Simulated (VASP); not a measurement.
# CdTe (F-43m) in VASP: notebook

Runs on CdTe. Level: LDA. Tasks: single point, relaxation of cell and atoms.

Everything below comes from runs of VASP 6.6.1. Logs are shortened: lines on timing, memory, paths and dates and some standing lists are left out, and cuts for length are marked.

### Step 1. The cell of the first run

It takes space group F-43m (No. 216, cubic). Conventional cell: a = 5.678 Å, b = 5.678 Å, c = 5.678 Å, α = 90.00°, β = 90.00°, γ = 90.00°. Cd (site symmetry -43m) has 4 Te at 2.46 Å within 3.2 Å. Te (site symmetry -43m) has 4 Cd at 2.46 Å within 3.2 Å.

### Step 2. Single point, LDA

INCAR reads:

```
SYSTEM = CdTe
PREC = Accurate ; ENCUT = 520
EDIFF = 1E-6 ; ISMEAR = 0
SIGMA = 0.01 ; LREAL = .False.
LASPH = .True. ; NELM = 100
ALGO = Normal ; ISIF = 2
LWAVE = .False. ; LCHARG = .True.
LELF = .True. ; LVHAR = .True.
NBANDS = 16
```

KPOINTS reads:

```
Automatic mesh
0
Gamma
  8 8 8
  0 0 0
```

POSCAR reads:

```
CdTe
1.0
    0.0000000000      2.8390895645      2.8390895645
    2.8390895645      0.0000000000      2.8390895645
    2.8390895645      2.8390895645      0.0000000000
Cd Te
1 1
Direct
    0.0000000000      0.0000000000      0.0000000000
    0.7500000000      0.7500000000      0.7500000000
```

Potentials or basis: VASP PAW LDA potentials, release 64 (Cd, Te).

Run with:

```
$ cat potpaw_LDA.64/Cd/POTCAR potpaw_LDA.64/Te/POTCAR > POTCAR
$ mpirun -np 1 vasp_std > vasp.out
```

OUTCAR:

```text
SYSTEM = CdTe
   PREC = Accurate
   ENCUT = 520
   EDIFF = 1E-6
   ISMEAR = 0
   LREAL = .False.
   LASPH = .True.
   NELM = 100
   ISIF = 2

 ion  position               nearest neighbor table
   1  0.000  0.000  0.000-   2 2.46   2 2.46   2 2.46   2 2.46
   2  0.750  0.750  0.750-   1 2.46   1 2.46   1 2.46   1 2.46

  LATTYP: Found a face centered cubic cell.
 ALAT       =     5.6781791290

  Lattice vectors:

 A1 = (   0.0000000000,   2.8390895645,   2.8390895645)
 A2 = (   2.8390895645,   0.0000000000,   2.8390895645)
 A3 = (   2.8390895645,   2.8390895645,   0.0000000000)

Analysis of symmetry for initial positions (statically):
=====================================================================
 Subroutine PRICEL returns:
 Original cell was already a primitive cell.

 Routine SETGRP: Setting up the symmetry group for a
 face centered cubic supercell.

 Subroutine GETGRP returns: Found 24 space group operations
 (whereof 24 operations were pure point group operations)
 out of a pool of 48 trial point group operations.

The static configuration has the point symmetry T_d .

Analysis of symmetry for dynamics (positions and initial velocities):
=====================================================================
 Subroutine PRICEL returns:
 Original cell was already a primitive cell.

 Routine SETGRP: Setting up the symmetry group for a
 face centered cubic supercell.

 Subroutine GETGRP returns: Found 24 space group operations
 (whereof 24 operations were pure point group operations)
 out of a pool of 48 trial point group operations.

The dynamic configuration has the point symmetry T_d .

 Subroutine INISYM returns: Found 24 space group operations
 (whereof 24 operations are pure point group operations),
 and found     1 'primitive' translations

----------------------------------------------------------------------------------------

                                     Primitive cell

  volume of cell :      45.7686

  direct lattice vectors                    reciprocal lattice vectors
     0.000000000  2.839089565  2.839089565    -0.176112796  0.176112796  0.176112796
     2.839089565  0.000000000  2.839089565     0.176112796 -0.176112796  0.176112796
     2.839089565  2.839089565  0.000000000     0.176112796  0.176112796 -0.176112796

  length of vectors
     4.015078967  4.015078967  4.015078967     0.305036310  0.305036310  0.305036310

  position of ions in fractional coordinates (direct lattice)
     0.000000000  0.000000000  0.000000000
     0.750000000  0.750000000  0.750000000

[... 77 lines left out ...]
   LREAL  =      F    real-space projection
   EDIFFG = 0.1E-04   stopping-criterion for IOM
   NSW    =      0    number of steps for IOM
   IBRION =     -1    ionic relax: 0-MD 1-quasi-New 2-CG
   NFREE  =      0    steps in history (QN), initial steepest desc. (CG)
   ISIF   =      2    stress and relaxation
   ISYM   =      2    0-nonsym 1-usesym 2-fastsym
   POTIM  = 0.5000    time-step for ionic-motion
   TEBEG  =    0.0;   TEEND  =   0.0 temperature during run
   PSTRESS=    0.0 pullay stress
   NELECT =      18.0000    total number of electrons
   NUPDOWN=      -1.0000    fix difference up-down
   EMIN   =  10.00;   EMAX   =-10.00  energy-range for DOS
   EFERMI =   0.00;   METHOD = LEGACY
   ISMEAR =     0;   SIGMA  =   0.01  broadening in eV -4-tet -1-fermi 0-gaus
   EFERMI_NEDOS =   21; number of points for ismear=-14 and -15
   IALGO  =     38    algorithm
   IMIX   =      4    mixing-type and parameters
     AMIX     =   0.40;   BMIX     =  1.00
     AMIX_MAG =   1.60;   BMIX_MAG =  1.00
  volume/ion in A,a.u.               =      22.88       154.43
  Fermi-wavevector in a.u.,A,eV,Ry     =   1.199435  2.266603 19.573931  1.438643
  Thomas-Fermi vector in A             =   2.335297
   LORBIT       =      0    0 simple, 1 ext, 2 COOP (PROOUT), +10 PAW based schemes
   GGA     = CA    functional components
   LHFCALC =     F    Hartree Fock is set to
   AEXX    =    0.0000 exact exchange contribution
   IVDW    =     0    specifies the selected vdW correction
   LEPSILON=     F    determine dielectric tensor
   LRPA    =     F    only Hartree local field effects (RPA)
 non-spin polarized calculation
 Gauss-broadening in eV      SIGMA  =   0.01
  energy-cutoff  :      520.00
  volume of cell :       45.77
 maximum number of plane-waves:      1249
 NGX is ok and might be reduce to    30
   NGX = 15   NGY = 15   NGZ = 15

 number of electron      17.9999997 magnetization

 Free energy of the ion-electron system (eV)
  ---------------------------------------------------
  ext. energy  EPLUGINS =         0.00000000
  ---------------------------------------------------
  free energy    TOTEN  =        -4.21216236 eV

  energy without entropy =       -4.21216236  energy(sigma->0) =       -4.21216236

 E-fermi :   6.9966     XC(G=0): -10.7680

 val. band max:        6.9317364475   @ k =   0.0000   0.0000   0.0000
 cond. band min:       8.2330043048   @ k =   0.5000   0.5000   0.0000
 fundamental gap:      1.3012678574
 Fermi energy:         6.9966399307

 k-point     1 :       0.0000    0.0000    0.0000
  band No.  band energies     occupation
      1      -7.5400      2.00000
      2      -3.7616      2.00000
      3      -3.7616      2.00000
      4      -3.7616      2.00000
      5      -3.0833      2.00000
      6      -3.0833      2.00000
[... 433 lines left out ...]
      3      -3.4991      2.00000
      4      -3.1547      2.00000
      5      -3.0842      2.00000
      6      -2.0659      2.00000
[... 8 lines left out ...]
     15      17.0830      0.00000
     16      18.5609      0.00000

 [... further k-points ...]

------------------------ aborting loop because EDIFF is reached ----------------------------------------

  FORCE on cell =-STRESS in cart. coord.  units (eV):
  Direction    XX          YY          ZZ          XY          YZ          ZX
  --------------------------------------------------------------------------------------
  -------------------------------------------------------------------------------------
  Total       11.7419508     11.7419508     11.7419508     -0.0000000     -0.0000000     -0.0000000
  in kB      411.0395040    411.0395040    411.0395040     -0.0000000     -0.0000000     -0.0000000
  external PRESSURE =     411.0395040 kB  Pullay stress =       0.0000000 kB

 VOLUME and BASIS-vectors are now :
 -----------------------------------------------------------------------------
  energy-cutoff  :      520.00
  volume of cell :       45.77
      direct lattice vectors                 reciprocal lattice vectors
     0.000000000  2.839089565  2.839089565    -0.176112796  0.176112796  0.176112796
     2.839089565  0.000000000  2.839089565     0.176112796 -0.176112796  0.176112796
     2.839089565  2.839089565  0.000000000     0.176112796  0.176112796 -0.176112796

 POSITION                                       TOTAL-FORCE (eV/Angst)
 -----------------------------------------------------------------------------------
      0.00000      0.00000      0.00000         0.000000      0.000000      0.000000
      4.25863      4.25863      4.25863        -0.000000     -0.000000     -0.000000
 -----------------------------------------------------------------------------------
    total drift:                               -0.000000     -0.000000     -0.000000

  FREE ENERGIE OF THE ION-ELECTRON SYSTEM (eV)
  ---------------------------------------------------
  free  energy   TOTEN  =        -4.2121623621 eV

  energy  without entropy=       -4.2121623621  energy(sigma->0) =       -4.21216236
```

OSZICAR:

```text
N       E                     dE             d eps       ncg     rms          rms(c)
DAV:   1     0.114260920096E+03    0.11426E+03   -0.89352E+03   928   0.103E+03
DAV:   2    -0.108688976324E+01   -0.11535E+03   -0.11027E+03  1112   0.263E+02
DAV:   3    -0.453014041922E+01   -0.34433E+01   -0.34380E+01  1120   0.471E+01
DAV:   4    -0.455637685950E+01   -0.26236E-01   -0.26235E-01  1312   0.387E+00
DAV:   5    -0.455666470069E+01   -0.28784E-03   -0.28784E-03  1168   0.320E-01    0.136E+01
DAV:   6    -0.425840761608E+01    0.29826E+00   -0.44802E-01  1176   0.112E+01    0.964E+00
DAV:   7    -0.421509105027E+01    0.43317E-01   -0.19401E-01  1200   0.333E+00    0.212E+00
DAV:   8    -0.421262963995E+01    0.24614E-02   -0.22532E-02  1000   0.204E+00    0.787E-01
DAV:   9    -0.421217960274E+01    0.45004E-03   -0.19448E-03  1184   0.397E-01    0.258E-01
DAV:  10    -0.421216788727E+01    0.11715E-04   -0.14195E-04  1192   0.883E-02    0.879E-02
DAV:  11    -0.421216252417E+01    0.53631E-05   -0.26841E-05  1112   0.581E-02    0.211E-02
DAV:  12    -0.421216236208E+01    0.16208E-06   -0.19451E-06  1080   0.168E-02
   1 F= -.42121624E+01 E0= -.42121624E+01  d E =-.167788E-22
```

stdout:

```text
POSCAR found type information on POSCAR CdTe
 POSCAR found :  2 types and       2 ions
 scaLAPACK will be used
 LDA part: xc-table for (Slater(with rela. corr.)+CA(PZ))
 , standard interpolation
 POSCAR, INCAR and KPOINTS ok, starting setup
 FFT: planning ... GRIDC
 FFT: planning ... GRID_SOFT
 FFT: planning ... GRID
 WAVECAR not read
 entering main loop
```

Wall time 17 s (1 thread of AMD EPYC 7R13, shared host); peak memory 0.13 GiB.

Results:

| Property | Result |
| --- | --- |
| Free energy | -4.2122 eV |
| Pressure | 41.1 GPa |
| Band gap on the k mesh | 1.30 eV, indirect (least direct gap 1.78 eV) |

Levels at points of the mesh, in eV from the valence-band top:
```csv
k point,band 5,band 6,band 7,band 8,band 9,band 10,band 11,band 12,band 13,band 14
"(0.00, 0.00, 0.00)",-10.02,-10.02,0.00,0.00,0.00,1.78,3.90,3.90,3.90,7.49
"(0.50, 0.00, 0.00)",-9.99,-9.23,-7.51,-1.62,-1.62,1.94,4.64,4.64,6.34,10.34
"(0.50, 0.50, 0.00)",-9.94,-8.92,-6.77,-3.76,-3.76,1.30,1.91,10.95,10.95,11.15
```

Caveat: spin-orbit coupling is left out, which moves the levels of the heavy elements. A hybrid or GW would open this gap; LDA tends to underestimate it.

### Step 3. Relaxation of cell and atoms, LDA, target pressure 40 GPa, at which the enthalpy is minimised

This run uses another cell than the first one, of 32.90 Å³/atom, 1.438 times its volume.

INCAR reads:

```
SYSTEM = CdTe
PREC = Accurate
ENCUT = 600
EDIFF = 1E-6
ISMEAR = 0
SIGMA = 0.01
LREAL = .False.
LASPH = .True.
NELM = 80
ALGO = Normal
ISIF = 3
LWAVE = .False.
LCHARG = .False.
GGA = CA
IBRION = 2
NSW = 80
EDIFFG = -0.001
PSTRESS = 400.0
```

KPOINTS reads:

```
regular mesh
0
Gamma
  8 8 8
  0 0 0
```

POSCAR reads:

```
CdTe
1.0
    0.0000000000      3.2043397018      3.2043397018
    3.2043397018      0.0000000000      3.2043397018
    3.2043397018      3.2043397018      0.0000000000
Cd Te
1 1
Direct
    0.0000000000      0.0000000000      0.0000000000
    0.7500000000      0.7500000000      0.7500000000
```

Potentials or basis: VASP PAW LDA potentials, release 64 (Cd, Te).

Run with:

```
$ cat potpaw_LDA.64/Cd/POTCAR potpaw_LDA.64/Te/POTCAR > POTCAR
$ mpirun -np 1 vasp_std > vasp.out
```

OUTCAR:

```text
SYSTEM = CdTe
   PREC = Accurate
   ENCUT = 600
   EDIFF = 1E-6
   ISMEAR = 0
   LREAL = .False.
   LASPH = .True.
   NELM = 80
   ISIF = 3
   GGA = CA
   IBRION = 2
   NSW = 80
   EDIFFG = -0.001
   PSTRESS = 400.0

 ion  position               nearest neighbor table
   1  0.000  0.000  0.000-   2 2.78   2 2.78   2 2.78   2 2.78
   2  0.750  0.750  0.750-   1 2.78   1 2.78   1 2.78   1 2.78

  LATTYP: Found a face centered cubic cell.
 ALAT       =     6.4086794036

  Lattice vectors:

 A1 = (   0.0000000000,   3.2043397018,   3.2043397018)
 A2 = (   3.2043397018,   0.0000000000,   3.2043397018)
 A3 = (   3.2043397018,   3.2043397018,   0.0000000000)

Analysis of symmetry for initial positions (statically):
=====================================================================
 Subroutine PRICEL returns:
 Original cell was already a primitive cell.

 Routine SETGRP: Setting up the symmetry group for a
 face centered cubic supercell.

 Subroutine GETGRP returns: Found 24 space group operations
 (whereof 24 operations were pure point group operations)
 out of a pool of 48 trial point group operations.

The static configuration has the point symmetry T_d .

Analysis of symmetry for dynamics (positions and initial velocities):
=====================================================================
 Subroutine PRICEL returns:
 Original cell was already a primitive cell.

 Routine SETGRP: Setting up the symmetry group for a
 face centered cubic supercell.

 Subroutine GETGRP returns: Found 24 space group operations
 (whereof 24 operations were pure point group operations)
 out of a pool of 48 trial point group operations.

The dynamic configuration has the point symmetry T_d .

 Subroutine INISYM returns: Found 24 space group operations
 (whereof 24 operations are pure point group operations),
 and found     1 'primitive' translations

----------------------------------------------------------------------------------------

                                     Primitive cell
[... 109 lines left out ...]
   IMIX   =      4    mixing-type and parameters
     AMIX     =   0.40;   BMIX     =  1.00
     AMIX_MAG =   1.60;   BMIX_MAG =  1.00
  volume/ion in A,a.u.               =      32.90       222.03
  Fermi-wavevector in a.u.,A,eV,Ry     =   1.062716  2.008242 15.365940  1.129365
  Thomas-Fermi vector in A             =   2.198176
   LORBIT       =      0    0 simple, 1 ext, 2 COOP (PROOUT), +10 PAW based schemes
   GGA     = CA    functional components
   LHFCALC =     F    Hartree Fock is set to
   AEXX    =    0.0000 exact exchange contribution
   IVDW    =     0    specifies the selected vdW correction
   LEPSILON=     F    determine dielectric tensor
   LRPA    =     F    only Hartree local field effects (RPA)
 conjugate gradient relaxation of ions
 non-spin polarized calculation
 Gauss-broadening in eV      SIGMA  =   0.01
  energy-cutoff  :      600.00
  volume of cell :       65.80
 maximum number of plane-waves:      2211
   NGX = 19   NGY = 19   NGZ = 19

--------------------------------------- Ionic step        1  -------------------------------------------

 number of electron      17.9999996 magnetization

 Free energy of the ion-electron system (eV)
  ---------------------------------------------------
  ext. energy  EPLUGINS =         0.00000000
  ---------------------------------------------------
  free energy    TOTEN  =        -6.05054592 eV

  energy without entropy =       -6.05054592  energy(sigma->0) =       -6.05054592

------------------------ aborting loop because EDIFF is reached ----------------------------------------

  FORCE on cell =-STRESS in cart. coord.  units (eV):
  Direction    XX          YY          ZZ          XY          YZ          ZX
  --------------------------------------------------------------------------------------
  -------------------------------------------------------------------------------------
  Total        0.0959701      0.0959701      0.0959701     -0.0000000      0.0000000      0.0000000
  in kB        2.3366896      2.3366896      2.3366896     -0.0000000      0.0000000      0.0000000
  external PRESSURE =    -397.6633104 kB  Pullay stress =     400.0000000 kB
[... 1265 lines left out ...]
      2      -4.3910      2.00000
      3      -4.3541      2.00000
      4      -4.0820      2.00000
      5      -4.0325      2.00000
      6      -3.2403      2.00000
      7      -0.8768      2.00000
      8       1.9273      2.00000
      9       3.0124      2.00000
     10       8.7143      0.00000
     11       9.1593      0.00000
     12      11.3595      0.00000
     13      12.8046      0.00000

 [... further k-points ...]

[... ionic steps 4 to 25 ...]

--------------------------------------- Ionic step       26  -------------------------------------------

 number of electron      18.0000001 magnetization

------------------------ aborting loop because EDIFF is reached ----------------------------------------
[... 71 lines left out ...]
--------------------------------------- Ionic step       28  -------------------------------------------

 number of electron      18.0000001 magnetization

 Free energy of the ion-electron system (eV)
  ---------------------------------------------------
  ext. energy  EPLUGINS =         0.00000000
  ---------------------------------------------------
  free energy    TOTEN  =        -4.27602376 eV

  energy without entropy =       -4.27602376  energy(sigma->0) =       -4.27602376

 E-fermi :   6.9714     XC(G=0): -10.7424

 val. band max:        6.8521604235   @ k =   0.0000   0.0000   0.0000
 cond. band min:       8.1723069914   @ k =   0.5000   0.5000   0.0000
 fundamental gap:      1.3201465679
 Fermi energy:         6.9713775980
[... 417 lines left out ...]
  energy  without entropy=       -4.2760237643  energy(sigma->0) =       -4.27602376

  enthalpy is  TOTEN    =         7.2102369800 eV   P V=       11.4862607442

 reached required accuracy - stopping structural energy minimisation
```

Run time: 6.3 min. Hardware: 1 thread of AMD EPYC 7R13, shared host; peak memory 0.2 GiB.

What came out:

* Free energy: -4.2760 eV
* Relaxed volume: 23.00 Å³/atom
* Relaxed cell: a = 4.022 Å, b = 4.022 Å, c = 4.022 Å, α = 60.00°, β = 60.00°, γ = 60.00°
* Space group after relaxing (to 0.05 Å): F-43m (No. 216)
* Energy change on relaxing (the enthalpy is what falls): +887.3 meV/atom
* Ionic steps: 28
* Pressure after relaxing: 40.0 GPa
* Band gap on the k mesh: 1.32 eV, indirect (least direct gap 1.76 eV)

Step by step:
```tsv
step	energy change (eV)	largest force (eV/Å)	pressure (GPa)	volume (Å³)
1	0.0000	0.0000	0.23	65.80
2	87.5559	0.0000	1957.19	14.65
3	0.4005	0.0000	13.60	54.82
4	0.6919	0.0000	19.79	52.01
5	1.9745	0.0000	43.60	45.24
6	1.7489	0.0000	39.56	46.11
7	1.8363	0.0000	41.06	45.76
8	1.6245	0.0000	37.33	46.63
9	1.7741	0.0000	39.98	46.01
10	1.7753	0.0000	40.02	46.00
11	1.7752	0.0000	40.02	46.00
12	1.7749	0.0000	40.02	46.01
13	1.7749	0.0000	40.02	46.01
14	1.7749	0.0000	40.02	46.01
15	1.7749	0.0000	40.02	46.01
16	1.7748	0.0000	40.02	46.01
17	1.7747	0.0000	40.02	46.01
18	1.7746	0.0000	40.02	46.01
19	1.7742	0.0000	40.01	46.01
20	1.7736	0.0000	40.01	46.01
21	1.7722	0.0000	39.97	46.02
22	1.7732	0.0000	39.99	46.01
23	1.7734	0.0000	39.98	46.01
24	1.7735	0.0000	39.99	46.01
25	1.7735	0.0000	39.99	46.01
26	1.7736	0.0000	39.99	46.01
27	1.7739	0.0000	39.99	46.01
28	1.7745	0.0000	40.00	46.01
```

Final structure:
```cif
data_structure
_symmetry_space_group_name_H-M 'P 1'
_symmetry_Int_Tables_number 1
_cell_length_a 4.0221
_cell_length_b 4.0221
_cell_length_c 4.0221
_cell_angle_alpha 60.000
_cell_angle_beta 60.000
_cell_angle_gamma 60.000
_cell_volume 46.01
loop_
_atom_site_label
_atom_site_type_symbol
_atom_site_fract_x
_atom_site_fract_y
_atom_site_fract_z
_atom_site_occupancy
Cd1 Cd 0.00000 0.00000 0.00000 1
Te1 Te 0.75000 0.75000 0.75000 1
```

Levels at points of the mesh, in eV from the valence-band top:
| k point | band 5 | band 6 | band 7 | band 8 | band 9 | band 10 | band 11 | band 12 | band 13 |
| --- | --- | --- | --- | --- | --- | --- | --- | --- | --- |
| (0.00, 0.00, 0.00) | -9.98 | -9.98 | 0.00 | 0.00 | 0.00 | 1.76 | 3.91 | 3.91 | 3.91 |
| (0.50, 0.00, 0.00) | -9.96 | -9.20 | -7.46 | -1.61 | -1.61 | 1.93 | 4.65 | 4.65 | 6.36 |
| (0.50, 0.50, 0.00) | -9.91 | -8.89 | -6.74 | -3.72 | -3.72 | 1.32 | 1.93 | 10.93 | 11.24 |

Caveat: the cell is relaxed towards a set pressure, so the enthalpy falls and the energy may rise; the volume moved by over 15 % at a fixed basis, so the end points are rough; spin-orbit coupling is left out, which moves the levels of the heavy elements. A k mesh can miss the band edges.
